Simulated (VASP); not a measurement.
Write the native input for VASP 6.6.1 that does the following.

| Quantity | Value |
| --- | --- |
| Task | single point |
| Functional | PBEsol |
| Potentials or basis | VASP PAW PBE potentials, release 64 (Zn, S) |
| Cutoff | 520 eV |
| k mesh | 8 × 8 × 8 |
| Occupations | fermi-dirac, width 0.01 eV |
| Spin | no spin polarisation |
| Dipole correction | no |
| Further INCAR settings | ALGO = Normal; EDIFF = 1e-06; NBANDS = 16 |

The structure of ZnS lies in POSCAR:

```
ZnS
1.0
    0.0270465000      2.7181732500      2.7181732500
    2.7181732500      0.0270465000      2.7181732500
    2.7181732500      2.7181732500      0.0270465000
Zn S
1 1
Direct
    0.0000000000      0.0000000000      0.0000000000
    0.7500000000      0.7500000000      0.7500000000
```

This cell differs from its parent crystal: equal xy, yz and zx shear strains of +1 %.

These files were run (other wordings do the same):

INCAR

```
ALGO = Normal
EDIFF = 1E-6
ENCUT = 520
GGA = PS
ISIF = 2
ISMEAR = -1
LASPH = True
LCHARG = False
LREAL = False
LWAVE = False
NBANDS = 16
NELM = 100
PREC = Accurate
SIGMA = 0.01
```

KPOINTS

```
k-points
0
Gamma
  8 8 8
```

Potentials or basis: VASP PAW PBE potentials, release 64 (Zn, S).

Command:

```console
$ cat potpaw_PBE.64/Zn/POTCAR potpaw_PBE.64/S/POTCAR > POTCAR
$ mpirun -np 1 vasp_std > vasp.out
```

Results of the run:

| Quantity | Value |
| --- | --- |
| Pressure | -2.0 GPa |
| Largest force | 0.082 eV/Å |
| Band gap on the k mesh | 1.94 eV |

Caveat: the cell differs from its parent crystal (equal xy, yz and zx shear strains of +1 %); the PAW data sets were made with another functional, which shifts forces and pressure a little.

Wall time 23 s on 1 thread of Intel(R) Xeon(R) 6975P-C (Granite Rapids), with other jobs on the host, peak memory 0.19 GiB.
